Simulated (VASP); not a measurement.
# Sc4SiN (F-43m) in VASP: single point with PBE

Aim: the single point of Sc4SiN with PBE.

Everything below comes from runs of VASP 6.6.1. Logs are shortened: lines on timing, memory, paths and dates and some standing lists are left out, and cuts for length are marked.

**1. The cell of the first run**

It takes space group F-43m (No. 216, cubic). Conventional cell: a = 7.156 Å, b = 7.156 Å, c = 7.156 Å, α = 90.00°, β = 90.00°, γ = 90.00°. Within 3.3 Å of Sc (site symmetry 3m) lie 6 Sc at 2.52 to 2.54 Å and 3 Si at 2.97 Å and 3 N at 2.97 Å. Si (site symmetry -43m) has 12 Sc at 2.97 Å and 4 N at 3.10 Å within 3.9 Å. N (site symmetry -43m) has 12 Sc at 2.97 Å and 4 Si at 3.10 Å within 3.9 Å.

**2. Single point, PBE**

INCAR

```
SYSTEM = Sc4SiN
  PREC = Accurate
  ENCUT = 520
  EDIFF = 1E-6
  ISMEAR = 0
  SIGMA = 0.1
  LREAL = .False.
  LASPH = .True.
  NELM = 80
  ALGO = Normal
  ISIF = 2
  LWAVE = .False.
  LCHARG = .False.
  GGA = PE
  NBANDS = 36
```

KPOINTS

```
Automatic mesh
0
Gamma
  4 4 4
  0 0 0
```

POSCAR

```
Sc4SiN
1.0
    0.0000000000      3.5780307500      3.5780307500
    3.5780307500      0.0000000000      3.5780307500
    3.5780307500      3.5780307500      0.0000000000
Sc Si N
4 1 1
Direct
    0.6253080000      0.6253080000      0.1240760000
    0.6253080000      0.6253080000      0.6253080000
    0.1240760000      0.6253080000      0.6253080000
    0.6253080000      0.1240760000      0.6253080000
    0.0000000000      0.0000000000      0.0000000000
    0.2500000000      0.2500000000      0.2500000000
```

Potentials or basis: VASP PAW PBE potentials, release 64 (Sc_sv, Si, N).

The run is started by

```bash
> cat potpaw_PBE.64/Sc_sv/POTCAR potpaw_PBE.64/Si/POTCAR potpaw_PBE.64/N/POTCAR > POTCAR
> mpirun -np 1 vasp_std > vasp.out
```

OUTCAR:

```text
SYSTEM = Sc4SiN
   PREC = Accurate
   ENCUT = 520
   EDIFF = 1E-6
   ISMEAR = 0
   LREAL = .False.
   LASPH = .True.
   NELM = 80
   ISIF = 2
   GGA = PE

 ion  position               nearest neighbor table
   1  0.625  0.625  0.124-   2 2.52   3 2.52   4 2.52   2 2.54   4 2.54   3 2.54   5 2.97   5 2.97
                             5 2.97
   2  0.625  0.625  0.625-   1 2.52   3 2.52   4 2.52   1 2.54   4 2.54   3 2.54   5 2.97   5 2.97
                             5 2.97
   3  0.124  0.625  0.625-   1 2.52   2 2.52   4 2.52   2 2.54   1 2.54   4 2.54   5 2.97   5 2.97
                             5 2.97
   4  0.625  0.124  0.625-   1 2.52   2 2.52   3 2.52   1 2.54   2 2.54   3 2.54   5 2.97   5 2.97
                             5 2.97
   5  0.000  0.000  0.000-   4 2.97   3 2.97   3 2.97   4 2.97   1 2.97   1 2.97   2 2.97   2 2.97
                             2 2.97   1 2.97   3 2.97   4 2.97
   6  0.250  0.250  0.250-

  LATTYP: Found a face centered cubic cell.
 ALAT       =     7.1560615000

  Lattice vectors:

 A1 = (   0.0000000000,   3.5780307500,   3.5780307500)
 A2 = (   3.5780307500,   0.0000000000,   3.5780307500)
 A3 = (   3.5780307500,   3.5780307500,   0.0000000000)

Analysis of symmetry for initial positions (statically):
=====================================================================
 Subroutine PRICEL returns:
 Original cell was already a primitive cell.

 Routine SETGRP: Setting up the symmetry group for a
 face centered cubic supercell.

 Subroutine GETGRP returns: Found 24 space group operations
 (whereof 24 operations were pure point group operations)
 out of a pool of 48 trial point group operations.

The static configuration has the point symmetry T_d .

Analysis of symmetry for dynamics (positions and initial velocities):
=====================================================================
 Subroutine PRICEL returns:
 Original cell was already a primitive cell.

 Routine SETGRP: Setting up the symmetry group for a
 face centered cubic supercell.

 Subroutine GETGRP returns: Found 24 space group operations
 (whereof 24 operations were pure point group operations)
 out of a pool of 48 trial point group operations.

The dynamic configuration has the point symmetry T_d .

 Subroutine INISYM returns: Found 24 space group operations
 (whereof 24 operations are pure point group operations),
 and found     1 'primitive' translations

[... 89 lines left out ...]
   IBRION =     -1    ionic relax: 0-MD 1-quasi-New 2-CG
   NFREE  =      0    steps in history (QN), initial steepest desc. (CG)
   ISIF   =      2    stress and relaxation
   ISYM   =      2    0-nonsym 1-usesym 2-fastsym
   POTIM  = 0.5000    time-step for ionic-motion
   TEBEG  =    0.0;   TEEND  =   0.0 temperature during run
   PSTRESS=    0.0 pullay stress
   NELECT =      53.0000    total number of electrons
   NUPDOWN=      -1.0000    fix difference up-down
   EMIN   =  10.00;   EMAX   =-10.00  energy-range for DOS
   EFERMI =   0.00;   METHOD = LEGACY
   ISMEAR =     0;   SIGMA  =   0.10  broadening in eV -4-tet -1-fermi 0-gaus
   EFERMI_NEDOS =   21; number of points for ismear=-14 and -15
   IALGO  =     38    algorithm
   IMIX   =      4    mixing-type and parameters
     AMIX     =   0.40;   BMIX     =  1.00
     AMIX_MAG =   1.60;   BMIX_MAG =  1.00
  volume/ion in A,a.u.               =      15.27       103.04
  Fermi-wavevector in a.u.,A,eV,Ry     =   1.364100  2.577774 25.317279  1.860767
  Thomas-Fermi vector in A             =   2.490445
   LORBIT       =      0    0 simple, 1 ext, 2 COOP (PROOUT), +10 PAW based schemes
   GGA     = PE    functional components
   LHFCALC =     F    Hartree Fock is set to
   AEXX    =    0.0000 exact exchange contribution
   IVDW    =     0    specifies the selected vdW correction
   LEPSILON=     F    determine dielectric tensor
   LRPA    =     F    only Hartree local field effects (RPA)
 non-spin polarized calculation
 Gauss-broadening in eV      SIGMA  =   0.10
  energy-cutoff  :      520.00
  volume of cell :       91.61
 maximum number of plane-waves:      2488
 NGX is ok and might be reduce to    40
   NGX = 19   NGY = 19   NGZ = 19

 number of electron      53.0000006 magnetization

 Free energy of the ion-electron system (eV)
  ---------------------------------------------------
  ext. energy  EPLUGINS =         0.00000000
  ---------------------------------------------------
  free energy    TOTEN  =       -32.16985887 eV

  energy without entropy =      -32.15079682  energy(sigma->0) =      -32.16032785

 E-fermi :   6.2765     XC(G=0): -11.2955

 val. band max:        6.2514375863   @ k =  -0.2500   0.2500   0.0000
 cond. band min:       6.3115994342   @ k =  -0.2500   0.5000   0.2500
 fundamental gap:      0.0601618479
 Fermi energy:         6.2764577024

 k-point     1 :       0.0000    0.0000    0.0000
  band No.  band energies     occupation
      1     -42.8893      2.00000
      2     -42.2205      2.00000
      3     -42.2205      2.00000
      4     -42.2205      2.00000
      5     -23.2510      2.00000
      6     -21.9455      2.00000
[... 301 lines left out ...]
     35       8.9797      0.00000
     36       9.0854      0.00000

------------------------ aborting loop because EDIFF is reached ----------------------------------------

  FORCE on cell =-STRESS in cart. coord.  units (eV):
  Direction    XX          YY          ZZ          XY          YZ          ZX
  --------------------------------------------------------------------------------------
  -------------------------------------------------------------------------------------
  Total       10.4225888     10.4225888     10.4225888     -0.0000000      0.0000000     -0.0000000
  in kB      182.2736894    182.2736894    182.2736894     -0.0000000      0.0000000     -0.0000000
  external PRESSURE =     182.2736894 kB  Pullay stress =       0.0000000 kB

 VOLUME and BASIS-vectors are now :
 -----------------------------------------------------------------------------
  energy-cutoff  :      520.00
  volume of cell :       91.61
      direct lattice vectors                 reciprocal lattice vectors
     0.000000000  3.578030750  3.578030750    -0.139741672  0.139741672  0.139741672
     3.578030750  0.000000000  3.578030750     0.139741672 -0.139741672  0.139741672
     3.578030750  3.578030750  0.000000000     0.139741672  0.139741672 -0.139741672

 POSITION                                       TOTAL-FORCE (eV/Angst)
 -----------------------------------------------------------------------------------
      2.68132      2.68132      4.47474        -0.103101     -0.103101      0.103101
      4.47474      4.47474      4.47474         0.103101      0.103101      0.103101
      4.47474      2.68132      2.68132         0.103101     -0.103101     -0.103101
      2.68132      4.47474      2.68132        -0.103101      0.103101     -0.103101
      0.00000      0.00000      0.00000        -0.000000     -0.000000     -0.000000
      1.78902      1.78902      1.78902        -0.000000     -0.000000     -0.000000
 -----------------------------------------------------------------------------------
    total drift:                                0.000000      0.000000      0.000000

  FREE ENERGIE OF THE ION-ELECTRON SYSTEM (eV)
  ---------------------------------------------------
  free  energy   TOTEN  =       -32.1698588741 eV

  energy  without entropy=      -32.1507968225  energy(sigma->0) =      -32.16032785
```

OSZICAR:

```text
N       E                     dE             d eps       ncg     rms          rms(c)
DAV:   1     0.988978424063E+03    0.98898E+03   -0.23879E+04   576   0.161E+03
DAV:   2     0.588750111200E+02   -0.93010E+03   -0.91682E+03   768   0.692E+02
DAV:   3    -0.280990283065E+02   -0.86974E+02   -0.83850E+02   920   0.268E+02
DAV:   4    -0.343651357264E+02   -0.62661E+01   -0.60779E+01   960   0.647E+01
DAV:   5    -0.346398168050E+02   -0.27468E+00   -0.27209E+00   968   0.151E+01    0.206E+01
DAV:   6    -0.341001756707E+02    0.53964E+00   -0.21151E+01   896   0.273E+01    0.135E+01
DAV:   7    -0.323067294222E+02    0.17934E+01   -0.97601E+00  1000   0.142E+01    0.726E+00
DAV:   8    -0.321838816375E+02    0.12285E+00   -0.17285E+00   840   0.965E+00    0.116E+00
DAV:   9    -0.321700927605E+02    0.13789E-01   -0.15658E-01   952   0.234E+00    0.578E-01
DAV:  10    -0.321698207242E+02    0.27204E-03   -0.97851E-03   928   0.719E-01    0.259E-01
DAV:  11    -0.321698944529E+02   -0.73729E-04   -0.24137E-03   936   0.319E-01    0.916E-02
DAV:  12    -0.321698629223E+02    0.31531E-04   -0.32349E-04  1040   0.117E-01    0.292E-02
DAV:  13    -0.321698597435E+02    0.31787E-05   -0.26694E-05   664   0.357E-02    0.626E-03
DAV:  14    -0.321698588741E+02    0.86939E-06   -0.29581E-06   632   0.170E-02
   1 F= -.32169859E+02 E0= -.32160328E+02  d E =-.190621E-01
```

Run time: 40 s. Hardware: 1 thread of Intel Xeon 6975P-C, shared host; peak memory 0.24 GiB.

What came out:

* Free energy: -32.1699 eV
* Pressure: 18.2 GPa
* Largest force: 0.179 eV/Å

Forces on the atoms (eV/Å):
```
Sc  -0.103 -0.103  0.103
Sc   0.103  0.103  0.103
Sc   0.103 -0.103 -0.103
Sc  -0.103  0.103 -0.103
Si   0.000  0.000  0.000
N    0.000  0.000  0.000
```

Caveat: the k points lie up to 0.38 Å⁻¹ apart.
